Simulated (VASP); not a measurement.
# TaAs: single point with LDA

Crystal: TaAs.

```
Ta As
1.0
    -1.70260    1.70260    5.75454
     1.70260   -1.70260    5.75454
     1.70260    1.70260   -5.75454
Ta As
2 2
Cartesian
  1.7026 0.0000 5.7580
  0.0000 0.0000 8.6353
  1.7026 0.0000 0.9471
  0.0000 0.0000 3.8244
```

| Property | Result |
| --- | --- |
| Program | VASP 6.6.1 |
| Task | single point |
| Functional | LDA |
| Potentials or basis | VASP PAW LDA potentials, release 64 (Ta_pv, As) |
| Cutoff | 520 eV |
| k mesh | 18 × 18 × 18 |
| Occupations | gaussian, width 0.1 eV |
| Spin | no spin polarisation |

```json
{
  "Pressure": "1.2 GPa",
  "Largest force": "0.008 eV/Å",
  "Band gap on the k mesh": "zero (bands 16 and 17 overlap by 0.06 eV)"
}
```

Forces on the atoms (eV/Å):
```
Ta   0.000  0.000  0.008
Ta   0.000  0.000  0.008
As   0.000  0.000 -0.008
As   0.000  0.000 -0.008
```

Stress tensor (GPa, compression positive):
```
1.23 0.00 0.00
0.00 1.23 0.00
0.00 0.00 1.03
```

Levels at points of the mesh, in eV from the Fermi level:
| k point | band 13 | band 14 | band 15 | band 16 | band 17 | band 18 | band 19 | band 20 |
| --- | --- | --- | --- | --- | --- | --- | --- | --- |
| (0.00, 0.00, 0.00) | -2.44 | -2.01 | -1.64 | -1.64 | 0.92 | 1.64 | 2.50 | 3.26 |
| (0.50, 0.00, 0.00) | -2.53 | -2.28 | -1.63 | -0.20 | 0.12 | 1.45 | 2.39 | 2.56 |
| (0.50, 0.50, 0.00) | -3.20 | -3.20 | -1.08 | -1.08 | 2.92 | 2.92 | 3.23 | 3.23 |
| (0.50, 0.50, 0.50) | -2.93 | -2.93 | -0.85 | -0.85 | 1.26 | 1.26 | 2.42 | 2.42 |

It took 11 min on 1 thread of Intel(R) Xeon(R) 6975P-C (Granite Rapids) (shared host), peak memory 0.8 GiB.

Caveat: spin-orbit coupling is left out, which moves the levels of the heavy elements.
